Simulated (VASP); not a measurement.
Set up this calculation in VASP 6.6.1, as the native input.

| Quantity | Value |
| --- | --- |
| Task | single point |
| Functional | PBE |
| Potentials or basis | VASP PAW PBE potentials, release 64 (C, Si) |
| Cutoff | 520 eV |
| k mesh | 20 × 20 × 20 |
| Occupations | gaussian, width 0.05 eV |
| Spin | no spin polarisation |
| Dipole correction | no |
| Further INCAR settings | ALGO = Normal; EDIFF = 1e-07; NBANDS = 11 |

The structure of SiC lies in POSCAR:

```
SiC
1.0
    0.0000000000      1.9140014112      1.9140014112
    1.9140014112      0.0000000000      1.9140014112
    1.9140014112      1.9140014112      0.0000000000
C Si
1 1
Direct
    0.0000000000      0.0000000000      0.0000000000
    0.5000000000      0.5000000000      0.5000000000
```

This cell differs from its parent crystal: volume scaled by 0.840.

One way to write it, as run:

INCAR

```
ALGO     = Normal         # electronic algorithm
EDIFF    = 1E-7           # SCF threshold, eV
ENCUT    = 520            # plane-wave cutoff, eV
GGA      = PE             # functional
ISIF     = 2              # what is computed and relaxed
ISMEAR   = 0              # smearing method
LASPH    = T              # aspherical terms in the spheres
LCHARG   = F              # write CHGCAR
LREAL    = F              # projectors in reciprocal space
LWAVE    = F              # write WAVECAR
NBANDS   = 11             # bands
NELM     = 80             # most SCF steps
PREC     = Accurate       # precision mode
SIGMA    = 0.05           # smearing width, eV
```

KPOINTS

```
k-points
0
Gamma
  20 20 20
```

Potentials or basis: VASP PAW PBE potentials, release 64 (C, Si).

Command:

```console
$ cat potpaw_PBE.64/C/POTCAR potpaw_PBE.64/Si/POTCAR > POTCAR
$ mpirun -np 1 vasp_std > vasp.out
```

It gave:

* Pressure: 62.8 GPa
* Band gap on the k mesh: 0.25 eV, indirect (least direct gap 5.28 eV)

Wall time 15 s on 1 thread of Intel(R) Xeon(R) 6975P-C (Granite Rapids), on a shared host, peak memory 0.15 GiB.
